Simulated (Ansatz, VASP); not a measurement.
**Two plane-wave programs on Al**

```
Al
1.0
     0.00000    2.02398    2.10494
     2.02398    0.00000    2.10494
     2.02398    2.02398    0.00000
Al
1
Direct
  0.00000 0.00000 0.00000
```

Change from the starting cell: strain +0.000 along x and y, +0.040 along z, atoms carried along.

Alike in both runs: task single point; functional PBE; k mesh 20 × 20 × 20; occupations gaussian, width 0.15 eV; no spin polarisation.

```csv
,VASP,Ansatz
version,VASP 6.6.1,Ansatz 0.2.0
potentials or method,"VASP PAW PBE potentials, release 64 (Al), cutoff 520 eV","scalar-relativistic, plane waves, PAW"
valence electrons in the cell,3,3
```

|  | VASP | Ansatz | Ansatz less VASP |
| --- | --- | --- | --- |
| gap on the k mesh at the Fermi level (eV) | none | none | - |
| pressure (GPa) | -3.1 | -3.1 | +0.04 |
| traceless stress, the component that is largest in VASP (GPa) | -1.10 | -1.11 | -0.009 |

A gap of «none» marks a metal or a gap that the smearing closes.
